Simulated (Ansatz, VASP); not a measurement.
## Al in VASP and in Ansatz

File INCAR:

```
SYSTEM = Al
ALGO = Fast
EDIFF = 1E-6
ENCUT = 520
GGA = PE
ISIF = 2
ISMEAR = 0
LASPH = .True.
LCHARG = .True.
LELF = .True.
LREAL = .False.
LVHAR = .True.
LWAVE = .False.
NBANDS = 18
NELM = 80
PREC = Accurate
SIGMA = 0.15
```

Contents of KPOINTS:

```
k-points
0
Gamma
  19 19 4
  0 0 0
```

The input POSCAR:

```
Al
1.0
    2.0239800000     -2.0239800000      0.0000000000
    2.0239800000      0.0000000000     -2.0239800000
   11.5600216151     11.5600216151     11.5600216151
Al
6
Direct
    0.6666666667      0.6666666667      0.0583498103
    0.0000000000      0.0000000000      0.6419646360
    0.3333333333      0.3333333333      0.1750727754
    0.6666666667      0.6666666667      0.4085187057
    0.0000000000      0.0000000000      0.2917957406
    0.3333333333      0.3333333333      0.5252416708
```

Input for Ansatz:

```yaml
crystal:
  lattice:
    - [2.02398, -2.02398, 0.0]
    - [2.02398, 0.0, -2.02398]
    - [11.5600216151, 11.5600216151, 11.5600216151]
  atoms:
    - { symbol: Al, position: [0.6666666667, 0.6666666667, 0.0583498103] }
    - { symbol: Al, position: [0.0, 0.0, 0.641964636] }
    - { symbol: Al, position: [0.3333333333, 0.3333333333, 0.1750727754] }
    - { symbol: Al, position: [0.6666666667, 0.6666666667, 0.4085187057] }
    - { symbol: Al, position: [0.0, 0.0, 0.2917957406] }
    - { symbol: Al, position: [0.3333333333, 0.3333333333, 0.5252416708] }
basis:
  ecutwfc: 420
kpoints:
  mp_grid: { grid: [19, 19, 4] }
hamiltonian:
  xc: pbe
scf:
  occupations: { method: gaussian, width: 0.15 }
output:
  forces: true
  stress: true
  eigenvalues: true
  write_density: true
  write_potential: true
  elf: true
  volumetric_format: npy
```

Alike in both runs: task single point; functional PBE; k mesh 19 × 19 × 4; occupations gaussian, width 0.15 eV; no spin polarisation.

|  | VASP | Ansatz |
| --- | --- | --- |
| version | VASP 6.6.1 | Ansatz 0.2.0 |
| potentials or method | VASP PAW PBE potentials, release 64 (Al), cutoff 520 eV | scalar-relativistic, plane waves, PAW |
| valence electrons in the cell | 18 | 18 |

|  | VASP | Ansatz | Ansatz less VASP |
| --- | --- | --- | --- |
| gap on the k mesh at the Fermi level (eV) | none | none | - |
| rms of the force components (eV/Å) | 0.022 | 0.022 | -0.0003 |

Atom by atom the forces differ by 0.000 eV/Å (rms over components). A gap of «none» marks a metal or a gap that the smearing closes. Ansatz's warnings: xc potential rough in thin density.
